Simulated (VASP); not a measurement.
# KTaO3 in VASP: a series of runs

The runs below take KTaO3 through electric field gradients, with LDA.

All numbers are computed with VASP 6.6.1; they aren't measurements. Logs are shortened: lines on timing, memory, paths and dates and some standing lists are left out, and cuts for length are marked.

**1. The cell of the first run**

The structure is tetragonal, space group P4/mmm (No. 123). Conventional cell: a = 4.068 Å, b = 4.068 Å, c = 3.988 Å, α = 90.00°, β = 90.00°, γ = 90.00°. K (site symmetry 4/mmm) has 12 O at 2.85 to 2.88 Å and 8 Ta at 3.50 Å within 3.8 Å. Within 2.6 Å of Ta (site symmetry 4/mmm) lie 6 O at 1.99 to 2.03 Å. Within 2.7 Å of O (site symmetry mmm) lie 2 Ta at 2.03 Å. O (site symmetry 4/mmm) has 2 Ta at 1.99 Å within 2.6 Å.

**2. Electric field gradients, LDA (equal xx and yy strain of +2 %)**

Contents of INCAR:

```
SYSTEM = KTaO3
  PREC = Accurate
  ENCUT = 520
  EDIFF = 1E-8
  ISMEAR = -1
  SIGMA = 0.01
  LREAL = .FALSE.
  LASPH = .TRUE.
  NELM = 80
  ALGO = Normal
  ISIF = 2
  LWAVE = .FALSE.
  LCHARG = .FALSE.
  LEFG = .TRUE.
  NBANDS = 27
```

Contents of KPOINTS:

```
Automatic mesh
0
G
  5 5 5
  0 0 0
```

Contents of POSCAR:

```
KTaO3
1.0
    4.0680660000      0.0000000000      0.0000000000
    0.0000000000      4.0680660000      0.0000000000
    0.0000000000      0.0000000000      3.9883000000
K Ta O
1 1 3
Direct
    0.5000000000      0.5000000000      0.5000000000
    0.0000000000      0.0000000000      0.0000000000
    0.5000000000      0.0000000000      0.0000000000
    0.0000000000      0.5000000000      0.0000000000
    0.0000000000      0.0000000000      0.5000000000
```

Potentials or basis: VASP PAW LDA potentials, release 64 (K_sv, Ta_pv, O).

Launch:

```
$ cat potpaw_LDA.64/K_sv/POTCAR potpaw_LDA.64/Ta_pv/POTCAR potpaw_LDA.64/O/POTCAR > POTCAR
$ mpirun -np 1 vasp_std > vasp.out
```

OUTCAR:

```text
SYSTEM = KTaO3
   PREC = Accurate
   ENCUT = 520
   EDIFF = 1E-8
   ISMEAR = -1
   LREAL = .FALSE.
   LASPH = .TRUE.
   NELM = 80
   ISIF = 2

 ion  position               nearest neighbor table
   1  0.500  0.500  0.500-   3 2.85   4 2.85   3 2.85   4 2.85   3 2.85   3 2.85   4 2.85   4 2.85
                             5 2.88   5 2.88   5 2.88   5 2.88   2 3.50   2 3.50   2 3.50   2 3.50
   2  0.000  0.000  0.000-   5 1.99   5 1.99   3 2.03   4 2.03   4 2.03   3 2.03   1 3.50   1 3.50
                             1 3.50   1 3.50   1 3.50   1 3.50   1 3.50   1 3.50
   3  0.500  0.000  0.000-   2 2.03   2 2.03   1 2.85   1 2.85   1 2.85   1 2.85
   4  0.000  0.500  0.000-   2 2.03   2 2.03   1 2.85   1 2.85   1 2.85   1 2.85
   5  0.000  0.000  0.500-   2 1.99   2 1.99   1 2.88   1 2.88   1 2.88   1 2.88

  LATTYP: Found a simple tetragonal cell.
 ALAT       =     4.0680660000
 C/A-ratio  =     0.9803921569

  Lattice vectors:

 A1 = (   4.0680660000,   0.0000000000,   0.0000000000)
 A2 = (   0.0000000000,   4.0680660000,   0.0000000000)
 A3 = (   0.0000000000,   0.0000000000,   3.9883000000)

Analysis of symmetry for initial positions (statically):
=====================================================================
 Subroutine PRICEL returns:
 Original cell was already a primitive cell.

 Routine SETGRP: Setting up the symmetry group for a
 simple tetragonal supercell.

 Subroutine GETGRP returns: Found 16 space group operations
 (whereof 16 operations were pure point group operations)
 out of a pool of 16 trial point group operations.

The static configuration has the point symmetry D_4h.

Analysis of symmetry for dynamics (positions and initial velocities):
=====================================================================
 Subroutine PRICEL returns:
 Original cell was already a primitive cell.

 Routine SETGRP: Setting up the symmetry group for a
 simple tetragonal supercell.

 Subroutine GETGRP returns: Found 16 space group operations
 (whereof 16 operations were pure point group operations)
 out of a pool of 16 trial point group operations.

The dynamic configuration has the point symmetry D_4h.

 Subroutine INISYM returns: Found 16 space group operations
 (whereof 16 operations are pure point group operations),
 and found     1 'primitive' translations

----------------------------------------------------------------------------------------

                                     Primitive cell

  volume of cell :      66.0030

  direct lattice vectors                    reciprocal lattice vectors
     4.068066000  0.000000000  0.000000000     0.245817054  0.000000000  0.000000000
     0.000000000  4.068066000  0.000000000     0.000000000  0.245817054  0.000000000
     0.000000000  0.000000000  3.988300000     0.000000000  0.000000000  0.250733395

  length of vectors
     4.068066000  4.068066000  3.988300000     0.245817054  0.245817054  0.250733395

  position of ions in fractional coordinates (direct lattice)
     0.500000000  0.500000000  0.500000000
     0.000000000  0.000000000  0.000000000
     0.500000000  0.000000000  0.000000000
     0.000000000  0.500000000  0.000000000
     0.000000000  0.000000000  0.500000000

  ion indices of the primitive-cell ions
   primitive index   ion index
                 1           1
                 2           2
                 3           3
                 4           4
                 5           5

----------------------------------------------------------------------------------------

 KPOINTS: Automatic mesh

Automatic generation of k-mesh.
 Grid dimensions read from file:
 generate k-points for:    5    5    5

 Generating k-lattice:

  Cartesian coordinates                     Fractional coordinates (reciprocal lattice)
     0.049163411  0.000000000  0.000000000     0.200000000  0.000000000  0.000000000
     0.000000000  0.049163411  0.000000000     0.000000000  0.200000000  0.000000000
     0.000000000  0.000000000  0.050146679     0.000000000  0.000000000  0.200000000

  Length of vectors
     0.049163411  0.049163411  0.050146679

  Shift w.r.t. Gamma in fractional coordinates (k-lattice)
     0.000000000  0.000000000  0.000000000

 Subroutine IBZKPT returns following result:
 ===========================================

 Found     18 irreducible k-points:

 Following reciprocal coordinates:
            Coordinates               Weight
  0.000000  0.000000  0.000000      1.000000
  0.200000  0.000000  0.000000      4.000000
  0.400000  0.000000  0.000000      4.000000
  0.200000  0.200000  0.000000      4.000000
  0.400000  0.200000  0.000000      8.000000
  0.400000  0.400000  0.000000      4.000000
[... 10 lines left out ...]
  0.400000  0.200000  0.400000     16.000000
  0.400000  0.400000  0.400000      8.000000
   k-points           NKPTS =     18   k-points in BZ     NKDIM =     18   number of bands    NBANDS=     27
   number of dos      NEDOS =    301   number of ions     NIONS =      5
   total plane-waves  NPLWV =  27000
   dimension x,y,z NGX =    30 NGY =   30 NGZ =   30
   dimension x,y,z NGXF=    60 NGYF=   60 NGZF=   60
   ions per type =               1   1   3
   NGX,Y,Z   is equivalent  to a cutoff of  12.26, 12.26, 12.51 a.u.
   NGXF,Y,Z  is equivalent  to a cutoff of  24.52, 24.52, 25.01 a.u.
 SYSTEM =  KTaO3
   PREC   = accura    normal or accurate (medium, high low for compatibility)
   ISTART =      0    job   : 0-new  1-cont  2-samecut
   ICHARG =      2    charge: 1-file 2-atom 10-const
   ISPIN  =      1    spin polarized calculation?
   LNONCOLLINEAR =      F non collinear calculations
   LSORBIT =      F    spin-orbit coupling
   LASPH  =      T    aspherical Exc in radial PAW
   ENCUT  =  520.0 eV  38.22 Ry    6.18 a.u.   7.56  7.56  7.42*2*pi/ulx,y,z
   NELM   =     80;   NELMIN=  2; NELMDL= -5     # of ELM steps
   EDIFF  = 0.1E-07   stopping-criterion for ELM
   LREAL  =      F    real-space projection
   EDIFFG = 0.1E-06   stopping-criterion for IOM
   NSW    =      0    number of steps for IOM
   IBRION =     -1    ionic relax: 0-MD 1-quasi-New 2-CG
   NFREE  =      0    steps in history (QN), initial steepest desc. (CG)
   ISIF   =      2    stress and relaxation
   ISYM   =      2    0-nonsym 1-usesym 2-fastsym
   POTIM  = 0.5000    time-step for ionic-motion
   TEBEG  =    0.0;   TEEND  =   0.0 temperature during run
   PSTRESS=    0.0 pullay stress
   NELECT =      38.0000    total number of electrons
   NUPDOWN=      -1.0000    fix difference up-down
   EMIN   =  10.00;   EMAX   =-10.00  energy-range for DOS
   EFERMI =   0.00;   METHOD = LEGACY
   ISMEAR =    -1;   SIGMA  =   0.01  broadening in eV -4-tet -1-fermi 0-gaus
   EFERMI_NEDOS =   21; number of points for ismear=-14 and -15
   IALGO  =     38    algorithm
   IMIX   =      4    mixing-type and parameters
     AMIX     =   0.40;   BMIX     =  1.00
     AMIX_MAG =   1.60;   BMIX_MAG =  1.00
  volume/ion in A,a.u.               =      13.20        89.08
  Fermi-wavevector in a.u.,A,eV,Ry     =   1.361909  2.573635 25.236034  1.854796
  Thomas-Fermi vector in A             =   2.488444
   LORBIT       =      0    0 simple, 1 ext, 2 COOP (PROOUT), +10 PAW based schemes
   GGA     = CA    functional components
   LHFCALC =     F    Hartree Fock is set to
   AEXX    =    0.0000 exact exchange contribution
   IVDW    =     0    specifies the selected vdW correction
   LEPSILON=     F    determine dielectric tensor
   LRPA    =     F    only Hartree local field effects (RPA)
 non-spin polarized calculation
  energy-cutoff  :      520.00
  volume of cell :       66.00
 maximum number of plane-waves:      1801
 NGX is ok and might be reduce to    30
   NGX = 15   NGY = 15   NGZ = 15

 number of electron      37.9999986 magnetization

 Free energy of the ion-electron system (eV)
  ---------------------------------------------------
  ext. energy  EPLUGINS =         0.00000000
  ---------------------------------------------------
  free energy    TOTEN  =       -44.89180673 eV

  energy without entropy =      -44.89180673  energy(sigma->0) =      -44.89180673

 E-fermi :   1.4392     XC(G=0): -11.2281

 val. band max:        1.1477362574   @ k =   0.4000   0.4000   0.4000
 cond. band min:       3.1687287741   @ k =   0.0000   0.0000   0.0000
 fundamental gap:      2.0209925167
 Fermi energy:         1.4391992786

 k-point     1 :       0.0000    0.0000    0.0000
  band No.  band energies     occupation
      1     -32.8593      2.00000
      2     -32.8292      2.00000
      3     -32.8292      2.00000
      4     -25.6519      2.00000
      5     -15.8942      2.00000
      6     -15.2016      2.00000
[... 19 lines left out ...]
     26       8.9663      0.00000
     27       9.0696      0.00000

 k-point     2 :       0.2000    0.0000    0.0000
  band No.  band energies     occupation
      1     -32.8584      2.00000
      2     -32.8529      2.00000
      3     -32.8283      2.00000
      4     -25.6436      2.00000
      5     -15.8415      2.00000
      6     -15.1555      2.00000
[... 19 lines left out ...]
     26       9.4318      0.00000
     27       9.6106      0.00000

 k-point     3 :       0.4000    0.0000    0.0000
  band No.  band energies     occupation
      1     -32.8908      2.00000
      2     -32.8569      2.00000
      3     -32.8268      2.00000
      4     -25.6303      2.00000
      5     -15.8253      2.00000
      6     -15.1367      2.00000
[... 414 lines left out ...]
      1     -32.9350      2.00000
      2     -32.8859      2.00000
      3     -32.8469      2.00000
      4     -25.6104      2.00000
      5     -15.0039      2.00000
      6     -14.5330      2.00000
[... 19 lines left out ...]
     26      11.2283      0.00000
     27      11.7817      0.00000

 k-point    18 :       0.4000    0.4000    0.4000
  band No.  band energies     occupation
      1     -32.9333      2.00000
      2     -32.8843      2.00000
      3     -32.8841      2.00000
      4     -25.6030      2.00000
      5     -14.5410      2.00000
      6     -14.3984      2.00000
[... 19 lines left out ...]
     26      11.9356      0.00000
     27      12.4673      0.00000

------------------------ aborting loop because EDIFF is reached ----------------------------------------

  FORCE on cell =-STRESS in cart. coord.  units (eV):
  Direction    XX          YY          ZZ          XY          YZ          ZX
  --------------------------------------------------------------------------------------
  -------------------------------------------------------------------------------------
  Total       -5.6004811     -5.6004811     -2.9460276      0.0000000      0.0000000      0.0000000
  in kB     -135.9477804   -135.9477804    -71.5127701      0.0000000      0.0000000      0.0000000
  external PRESSURE =    -114.4694436 kB  Pullay stress =       0.0000000 kB

 VOLUME and BASIS-vectors are now :
 -----------------------------------------------------------------------------
  energy-cutoff  :      520.00
  volume of cell :       66.00
      direct lattice vectors                 reciprocal lattice vectors
     4.068066000  0.000000000  0.000000000     0.245817054  0.000000000  0.000000000
     0.000000000  4.068066000  0.000000000     0.000000000  0.245817054  0.000000000
     0.000000000  0.000000000  3.988300000     0.000000000  0.000000000  0.250733395

 POSITION                                       TOTAL-FORCE (eV/Angst)
 -----------------------------------------------------------------------------------
      2.03403      2.03403      1.99415         0.000000      0.000000      0.000000
      0.00000      0.00000      0.00000         0.000000      0.000000      0.000000
      2.03403      0.00000      0.00000         0.000000      0.000000      0.000000
      0.00000      2.03403      0.00000         0.000000      0.000000      0.000000
      0.00000      0.00000      1.99415         0.000000      0.000000      0.000000
 -----------------------------------------------------------------------------------
    total drift:                                0.000000     -0.000000      0.000000

  FREE ENERGIE OF THE ION-ELECTRON SYSTEM (eV)
  ---------------------------------------------------
  free  energy   TOTEN  =       -44.8918067313 eV

  energy  without entropy=      -44.8918067313  energy(sigma->0) =      -44.89180673

 Electric field gradients (V/A^2)
---------------------------------------------------------------------
 ion       V_xx      V_yy      V_zz      V_xy      V_xz      V_yz
---------------------------------------------------------------------
   1       0.892     0.892    -1.783    -0.000     0.000    -0.000
   2      52.616    52.616  -105.231     0.000    -0.000    -0.000
   3      24.505    -9.657   -14.848    -0.000    -0.000    -0.000
   4      -9.657    24.505   -14.848     0.000     0.000    -0.000
   5      -6.294    -6.294    12.589     0.000     0.000     0.000
---------------------------------------------------------------------

 Electric field gradients after diagonalization (V/A^2)
 (convention: |V_zz| > |V_xx| > |V_yy|)
----------------------------------------------------------------------
 ion       V_xx      V_yy      V_zz     asymmetry (V_yy - V_xx)/ V_zz
----------------------------------------------------------------------
   1       0.892     0.892    -1.783       0.000
   2      52.616    52.616  -105.231       0.000
   3     -14.848    -9.657    24.505       0.212
   4     -14.848    -9.657    24.505       0.212
   5      -6.294    -6.294    12.589       0.000
----------------------------------------------------------------------

           NMR quadrupolar parameters

 Cq : quadrupolar parameter    Cq=e*Q*V_zz/h
 eta: asymmetry parameters     (V_yy - V_xx)/ V_zz
 Q  : nuclear electric quadrupole moment in mb (millibarn)
----------------------------------------------------------------------
 ion       Cq(MHz)       eta       Q (mb)
----------------------------------------------------------------------
   1      -0.004       0.000       1.000
   2      -0.254       0.000       1.000
   3       0.059       0.212       1.000
   4       0.059       0.212       1.000
   5       0.030       0.000       1.000
----------------------------------------------------------------------
```

Run time: 48 s. Hardware: 1 thread of Intel Xeon 8259CL, shared host; peak memory 0.17 GiB.

What came out:

```yaml
Free_energy: -44.8918 eV
Pressure: -11.4 GPa
Band_gap_on_the_k_mesh: 2.02 eV (least direct gap 2.54 eV)
Largest_electric_field_gradient_by_atom: K -1.8; Ta -105.2; O +24.5, +12.6 (each value once) V/Å²
```

Electric field gradients, principal values (V/Å²):
| atom | least | middle | greatest (by size) |
| --- | --- | --- | --- |
| 1 K | 0.892 | 0.892 | -1.783 |
| 2 Ta | 52.616 | 52.616 | -105.231 |
| 3 O | -9.657 | -14.848 | 24.505 |
| 4 O | -9.657 | -14.848 | 24.505 |
| 5 O | -6.294 | -6.294 | 12.589 |

Caveat: the cell differs from its parent crystal (equal xx and yy strain of +2 %); the cell stands under tension; without QUAD_EFG the Cq values of the log hold for a quadrupole moment of 1 mb, not for the nuclei; spin-orbit coupling is left out, which moves the levels of the heavy elements; an odd mesh through Γ misses points on the zone boundary, where band edges can lie.

(Part 1 of 3 ends here.)
